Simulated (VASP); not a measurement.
# AlCu3 (Pm-3m) in VASP: a series of runs, part 2 of 2

VASP 6.6.1. Earlier steps stand in the parts before.

### Step 4. Single point, PBEsol (12.70 Å³/atom)

This run uses another cell than the first one, of 12.70 Å³/atom.

The input, INCAR:

```
PREC     = Accurate       # precision mode
ENCUT    = 520            # plane-wave cutoff, eV
EDIFF    = 1E-7           # SCF threshold, eV
ISMEAR   = 0              # smearing method
SIGMA    = 0.1            # smearing width, eV
LREAL    = F              # projectors in reciprocal space
LASPH    = T              # aspherical terms in the spheres
NELM     = 60             # most SCF steps
ALGO     = Fast           # electronic algorithm
ISIF     = 2              # what is computed and relaxed
LWAVE    = F              # write WAVECAR
LCHARG   = F              # write CHGCAR
GGA      = PS             # functional
NBANDS   = 26             # bands
```

The input, KPOINTS:

```
Automatic mesh
0
Gamma
  12 12 12
```

The input, POSCAR:

```
AlCu3
1.0
    3.7031016417      0.0000000000      0.0000000000
    0.0000000000      3.7031016417      0.0000000000
    0.0000000000      0.0000000000      3.7031016417
Al Cu
1 3
Direct
    0.0000000000      0.0000000000      0.0000000000
    0.5000000000      0.5000000000      0.0000000000
    0.5000000000      0.0000000000      0.5000000000
    0.0000000000      0.5000000000      0.5000000000
```

Potentials or basis: VASP PAW PBE potentials, release 64 (Al, Cu).

Run with:

```bash
$ cat potpaw_PBE.64/Al/POTCAR potpaw_PBE.64/Cu/POTCAR > POTCAR
$ mpirun -np 1 vasp_std > vasp.out
```

OUTCAR:

```text
PREC = Accurate
   ENCUT = 520
   EDIFF = 1E-7
   ISMEAR = 0
   LREAL = F
   LASPH = T
   NELM = 60
   ISIF = 2
   GGA = PS

 ion  position               nearest neighbor table
   1  0.000  0.000  0.000-   2 2.62   3 2.62   4 2.62   3 2.62   4 2.62   2 2.62   4 2.62   4 2.62
                             2 2.62   3 2.62   3 2.62   2 2.62
   2  0.500  0.500  0.000-   1 2.62   3 2.62   4 2.62   3 2.62   4 2.62   1 2.62   3 2.62   3 2.62
                             1 2.62   4 2.62   4 2.62   1 2.62
   3  0.500  0.000  0.500-   1 2.62   2 2.62   4 2.62   1 2.62   2 2.62   2 2.62   4 2.62   2 2.62
                             1 2.62   4 2.62   1 2.62   4 2.62
   4  0.000  0.500  0.500-   1 2.62   2 2.62   3 2.62   1 2.62   2 2.62   1 2.62   3 2.62   1 2.62
                             2 2.62   3 2.62   2 2.62   3 2.62

  LATTYP: Found a simple cubic cell.
 ALAT       =     3.7031016417

  Lattice vectors:

 A1 = (   3.7031016417,   0.0000000000,   0.0000000000)
 A2 = (   0.0000000000,   3.7031016417,   0.0000000000)
 A3 = (   0.0000000000,   0.0000000000,   3.7031016417)

Analysis of symmetry for initial positions (statically):
=====================================================================
 Subroutine PRICEL returns:
 Original cell was already a primitive cell.

 Routine SETGRP: Setting up the symmetry group for a
 simple cubic supercell.

 Subroutine GETGRP returns: Found 48 space group operations
 (whereof 48 operations were pure point group operations)
 out of a pool of 48 trial point group operations.

The static configuration has the point symmetry O_h .

Analysis of symmetry for dynamics (positions and initial velocities):
=====================================================================
 Subroutine PRICEL returns:
 Original cell was already a primitive cell.

 Routine SETGRP: Setting up the symmetry group for a
 simple cubic supercell.

 Subroutine GETGRP returns: Found 48 space group operations
 (whereof 48 operations were pure point group operations)
 out of a pool of 48 trial point group operations.

The dynamic configuration has the point symmetry O_h .

 Subroutine INISYM returns: Found 48 space group operations
 (whereof 48 operations are pure point group operations),
 and found     1 'primitive' translations

----------------------------------------------------------------------------------------

                                     Primitive cell

  volume of cell :      50.7805

  direct lattice vectors                    reciprocal lattice vectors
     3.703101642  0.000000000  0.000000000     0.270043897  0.000000000  0.000000000
     0.000000000  3.703101642  0.000000000     0.000000000  0.270043897  0.000000000
     0.000000000  0.000000000  3.703101642     0.000000000  0.000000000  0.270043897

  length of vectors
     3.703101642  3.703101642  3.703101642     0.270043897  0.270043897  0.270043897

  position of ions in fractional coordinates (direct lattice)
     0.000000000  0.000000000  0.000000000
     0.500000000  0.500000000  0.000000000
     0.500000000  0.000000000  0.500000000
     0.000000000  0.500000000  0.500000000

  ion indices of the primitive-cell ions
   primitive index   ion index
                 1           1
                 2           2
                 3           3
                 4           4

[... 29 lines left out ...]
  0.083333  0.000000  0.000000      6.000000
  0.166667  0.000000  0.000000      6.000000
  0.250000  0.000000  0.000000      6.000000
  0.333333  0.000000  0.000000      6.000000
  0.416667  0.000000  0.000000      6.000000
[... 16 lines left out ...]
  0.333333  0.333333  0.000000     12.000000
  0.416667  0.333333  0.000000     24.000000
 [... further k-points ...]
   k-points           NKPTS =     84   k-points in BZ     NKDIM =     84   number of bands    NBANDS=     26
   number of dos      NEDOS =    301   number of ions     NIONS =      4
   total plane-waves  NPLWV =  21952
   dimension x,y,z NGX =    28 NGY =   28 NGZ =   28
   dimension x,y,z NGXF=    56 NGYF=   56 NGZF=   56
   ions per type =               1   3
   NGX,Y,Z   is equivalent  to a cutoff of  12.57, 12.57, 12.57 a.u.
   NGXF,Y,Z  is equivalent  to a cutoff of  25.14, 25.14, 25.14 a.u.
 SYSTEM =  unknown system
   PREC   = accura    normal or accurate (medium, high low for compatibility)
   ISTART =      0    job   : 0-new  1-cont  2-samecut
   ICHARG =      2    charge: 1-file 2-atom 10-const
   ISPIN  =      1    spin polarized calculation?
   LNONCOLLINEAR =      F non collinear calculations
   LSORBIT =      F    spin-orbit coupling
   LASPH  =      T    aspherical Exc in radial PAW
   ENCUT  =  520.0 eV  38.22 Ry    6.18 a.u.   6.89  6.89  6.89*2*pi/ulx,y,z
   NELM   =     60;   NELMIN=  2; NELMDL= -5     # of ELM steps
   EDIFF  = 0.1E-06   stopping-criterion for ELM
   LREAL  =      F    real-space projection
   EDIFFG = 0.1E-05   stopping-criterion for IOM
   NSW    =      0    number of steps for IOM
   IBRION =     -1    ionic relax: 0-MD 1-quasi-New 2-CG
   NFREE  =      0    steps in history (QN), initial steepest desc. (CG)
   ISIF   =      2    stress and relaxation
   ISYM   =      2    0-nonsym 1-usesym 2-fastsym
   POTIM  = 0.5000    time-step for ionic-motion
   TEBEG  =    0.0;   TEEND  =   0.0 temperature during run
   PSTRESS=    0.0 pullay stress
   NELECT =      36.0000    total number of electrons
   NUPDOWN=      -1.0000    fix difference up-down
   EMIN   =  10.00;   EMAX   =-10.00  energy-range for DOS
   EFERMI =   0.00;   METHOD = LEGACY
   ISMEAR =     0;   SIGMA  =   0.10  broadening in eV -4-tet -1-fermi 0-gaus
   EFERMI_NEDOS =   21; number of points for ismear=-14 and -15
   IALGO  =     68    algorithm
   IMIX   =      4    mixing-type and parameters
     AMIX     =   0.40;   BMIX     =  1.00
     AMIX_MAG =   1.60;   BMIX_MAG =  1.00
  volume/ion in A,a.u.               =      12.70        85.67
  Fermi-wavevector in a.u.,A,eV,Ry     =   1.459744  2.758516 28.992009  2.130853
  Thomas-Fermi vector in A             =   2.576275
   LORBIT       =      0    0 simple, 1 ext, 2 COOP (PROOUT), +10 PAW based schemes
   GGA     = PS    functional components
   LHFCALC =     F    Hartree Fock is set to
   AEXX    =    0.0000 exact exchange contribution
   IVDW    =     0    specifies the selected vdW correction
   LEPSILON=     F    determine dielectric tensor
   LRPA    =     F    only Hartree local field effects (RPA)
 non-spin polarized calculation
 RMM-DIIS sequential band-by-band and
 Gauss-broadening in eV      SIGMA  =   0.10
  energy-cutoff  :      520.00
  volume of cell :       50.78
 maximum number of plane-waves:      1406
 NGX is ok and might be reduce to    28
   NGX = 13   NGY = 13   NGZ = 13

 number of electron      36.0000103 magnetization

 Free energy of the ion-electron system (eV)
  ---------------------------------------------------
  ext. energy  EPLUGINS =         0.00000000
  ---------------------------------------------------
  free energy    TOTEN  =       -17.71777753 eV

  energy without entropy =      -17.71327062  energy(sigma->0) =      -17.71552407

 E-fermi :   7.8973     XC(G=0): -12.1941

 val. band max:        7.8888208634   @ k =   0.5000   0.2500   0.2500
 cond. band min:       7.9737148167   @ k =   0.1667   0.0833   0.0833
 fundamental gap:      0.0848939533
 Fermi energy:         7.8973133249

 k-point     1 :       0.0000    0.0000    0.0000
  band No.  band energies     occupation
      1      -2.3713      2.00000
      2       2.8228      2.00000
      3       3.3558      2.00000
      4       3.3558      2.00000
      5       3.6065      2.00000
      6       3.6065      2.00000
[... 685 lines left out ...]
     25      17.3336      0.00000
     26      18.3277      0.00000

 [... further k-points ...]

------------------------ aborting loop because EDIFF is reached ----------------------------------------

  FORCE on cell =-STRESS in cart. coord.  units (eV):
  Direction    XX          YY          ZZ          XY          YZ          ZX
  --------------------------------------------------------------------------------------
  -------------------------------------------------------------------------------------
  Total       -2.2959743     -2.2959743     -2.2959743     -0.0000000     -0.0000000     -0.0000000
  in kB      -72.4403782    -72.4403782    -72.4403782     -0.0000000     -0.0000000     -0.0000000
  external PRESSURE =     -72.4403782 kB  Pullay stress =       0.0000000 kB

 VOLUME and BASIS-vectors are now :
 -----------------------------------------------------------------------------
  energy-cutoff  :      520.00
  volume of cell :       50.78
      direct lattice vectors                 reciprocal lattice vectors
     3.703101642  0.000000000  0.000000000     0.270043897  0.000000000  0.000000000
     0.000000000  3.703101642  0.000000000     0.000000000  0.270043897  0.000000000
     0.000000000  0.000000000  3.703101642     0.000000000  0.000000000  0.270043897

 POSITION                                       TOTAL-FORCE (eV/Angst)
 -----------------------------------------------------------------------------------
      0.00000      0.00000      0.00000         0.000000      0.000000      0.000000
      1.85155      1.85155      0.00000         0.000000      0.000000      0.000000
      1.85155      0.00000      1.85155         0.000000      0.000000      0.000000
      0.00000      1.85155      1.85155         0.000000      0.000000      0.000000
 -----------------------------------------------------------------------------------
    total drift:                                0.000000      0.000000      0.000000

  FREE ENERGIE OF THE ION-ELECTRON SYSTEM (eV)
  ---------------------------------------------------
  free  energy   TOTEN  =       -17.7177775289 eV

  energy  without entropy=      -17.7132706209  energy(sigma->0) =      -17.71552407
```

Run time: 3.2 min. Hardware: 1 thread of Intel Xeon 8259CL, shared host; peak memory 0.22 GiB.

What came out:

```
Free energy            : -17.7178 eV
Pressure               : -7.2 GPa
Band gap on the k mesh : zero (bands 18 and 19 overlap by 5.29 eV)
```

Caveat: the cell stands under tension; the PAW data sets were made with another functional, which shifts forces and pressure a little.

### Step 5. Single point, PBEsol (13.17 Å³/atom)

This run uses another cell than the first one, of 13.17 Å³/atom.

The input, INCAR:

```
SYSTEM = AlCu3
  ALGO = Normal
  EDIFF = 1E-6
  ENCUT = 520
  GGA = PS
  ISIF = 2
  ISMEAR = 0
  LASPH = .TRUE.
  LCHARG = .FALSE.
  LREAL = .FALSE.
  LWAVE = .FALSE.
  NBANDS = 26
  NELM = 60
  PREC = Accurate
  SIGMA = 0.1
```

The input, KPOINTS:

```
k-points
0
G
  12 12 12
  0 0 0
```

The input, POSCAR:

```
AlCu3
1.0
    3.7491076085      0.0000000000      0.0000000000
    0.0000000000      3.7491076085      0.0000000000
    0.0000000000      0.0000000000      3.7491076085
Al Cu
1 3
Direct
    0.0000000000      0.0000000000      0.0000000000
    0.5000000000      0.5000000000      0.0000000000
    0.5000000000      0.0000000000      0.5000000000
    0.0000000000      0.5000000000      0.5000000000
```

Potentials or basis: VASP PAW PBE potentials, release 64 (Al, Cu).

Run with:

```bash
$ cat potpaw_PBE.64/Al/POTCAR potpaw_PBE.64/Cu/POTCAR > POTCAR
$ mpirun -np 1 vasp_std > vasp.out
```

OUTCAR:

```text
SYSTEM = AlCu3
   EDIFF = 1E-6
   ENCUT = 520
   GGA = PS
   ISIF = 2
   ISMEAR = 0
   LASPH = .TRUE.
   LREAL = .FALSE.
   NELM = 60
   PREC = Accurate

 ion  position               nearest neighbor table
   1  0.000  0.000  0.000-   2 2.65   3 2.65   4 2.65   3 2.65   4 2.65   2 2.65   4 2.65   4 2.65
                             2 2.65   3 2.65   3 2.65   2 2.65
   2  0.500  0.500  0.000-   1 2.65   3 2.65   4 2.65   3 2.65   4 2.65   1 2.65   3 2.65   3 2.65
                             1 2.65   4 2.65   4 2.65   1 2.65
   3  0.500  0.000  0.500-   1 2.65   2 2.65   4 2.65   1 2.65   2 2.65   2 2.65   4 2.65   2 2.65
                             1 2.65   4 2.65   1 2.65   4 2.65
   4  0.000  0.500  0.500-   1 2.65   2 2.65   3 2.65   1 2.65   2 2.65   1 2.65   3 2.65   1 2.65
                             2 2.65   3 2.65   2 2.65   3 2.65

  LATTYP: Found a simple cubic cell.
 ALAT       =     3.7491076085

  Lattice vectors:

 A1 = (   3.7491076085,   0.0000000000,   0.0000000000)
 A2 = (   0.0000000000,   3.7491076085,   0.0000000000)
 A3 = (   0.0000000000,   0.0000000000,   3.7491076085)

Analysis of symmetry for initial positions (statically):
[... 180 lines left out ...]
 val. band max:        7.4611369341   @ k =   0.5000   0.2500   0.2500
 cond. band min:       7.4735097001   @ k =   0.0833   0.0000   0.0000
 fundamental gap:      0.0123727660
 Fermi energy:         7.4659268876

 k-point     1 :       0.0000    0.0000    0.0000
  band No.  band energies     occupation
      1      -2.5346      2.00000
      2       2.5940      2.00000
      3       3.1041      2.00000
      4       3.1041      2.00000
      5       3.3415      2.00000
      6       3.3415      2.00000
[... 685 lines left out ...]
     25      16.6190      0.00000
     26      17.6639      0.00000

 [... further k-points ...]

------------------------ aborting loop because EDIFF is reached ----------------------------------------

  FORCE on cell =-STRESS in cart. coord.  units (eV):
  Direction    XX          YY          ZZ          XY          YZ          ZX
  --------------------------------------------------------------------------------------
  -------------------------------------------------------------------------------------
  Total       -3.5650283     -3.5650283     -3.5650283      0.0000000      0.0000000      0.0000000
  in kB     -108.3901575   -108.3901575   -108.3901575      0.0000000      0.0000000      0.0000000
  external PRESSURE =    -108.3901575 kB  Pullay stress =       0.0000000 kB

 VOLUME and BASIS-vectors are now :
 -----------------------------------------------------------------------------
  energy-cutoff  :      520.00
  volume of cell :       52.70
      direct lattice vectors                 reciprocal lattice vectors
     3.749107609  0.000000000  0.000000000     0.266730141  0.000000000  0.000000000
     0.000000000  3.749107609  0.000000000     0.000000000  0.266730141  0.000000000
     0.000000000  0.000000000  3.749107609     0.000000000  0.000000000  0.266730141

 POSITION                                       TOTAL-FORCE (eV/Angst)
 -----------------------------------------------------------------------------------
      0.00000      0.00000      0.00000         0.000000      0.000000      0.000000
      1.87455      1.87455      0.00000         0.000000      0.000000      0.000000
      1.87455      0.00000      1.87455         0.000000      0.000000      0.000000
      0.00000      1.87455      1.87455         0.000000      0.000000      0.000000
 -----------------------------------------------------------------------------------
    total drift:                                0.000000      0.000000      0.000000

  FREE ENERGIE OF THE ION-ELECTRON SYSTEM (eV)
  ---------------------------------------------------
  free  energy   TOTEN  =       -17.6085372822 eV

  energy  without entropy=      -17.6042818342  energy(sigma->0) =      -17.60640956
```

Wall time 2.2 min (1 thread of Intel Xeon 8259CL, shared host); peak memory 0.22 GiB.

Results:

```yaml
Free_energy: -17.6085 eV
Pressure: -10.8 GPa
Band_gap_on_the_k_mesh: zero (bands 18 and 19 overlap by 5.14 eV)
```

Levels at points of the mesh, in eV from the Fermi level:
| k point | band 16 | band 17 | band 18 | band 19 | band 20 | band 21 |
| --- | --- | --- | --- | --- | --- | --- |
| (0.00, 0.00, 0.00) | -1.95 | -0.17 | -0.17 | -0.17 | 4.06 | 4.06 |
| (0.50, 0.00, 0.00) | -2.32 | -1.95 | 3.52 | 3.52 | 3.79 | 3.79 |
| (0.50, 0.50, 0.00) | -2.55 | -2.20 | -1.19 | -1.19 | 5.86 | 6.18 |
| (0.50, 0.50, 0.50) | -2.10 | -2.10 | -2.10 | -1.15 | 0.91 | 1.53 |

Caveat: the cell stands under tension; the PAW data sets were made with another functional, which shifts forces and pressure a little.

### Step 6. The runs side by side

| cell | gap on the mesh (eV) | pressure (GPa) |
| --- | --- | --- |
| a = 3.637 Å, 4 atoms | none | -0.1 |
| a = 3.668 Å, 4 atoms | none | -3.7 |
| a = 3.703 Å, 4 atoms | none | -7.2 |
| a = 3.749 Å, 4 atoms | none | -10.8 |

Alike in all rows: task single point; level PBEsol; potentials or basis VASP PAW PBE potentials, release 64 (Al, Cu); no spin polarisation; k mesh 12 × 12 × 12; cutoff (eV) 520; smearing gaussian 0.1 eV.

Caveats: the PAW data sets were made with another functional, which shifts forces and pressure a little; the cell stands under tension (at least some runs).

Total energies depend on the potentials used, so only differences within one code and one set of settings carry meaning.
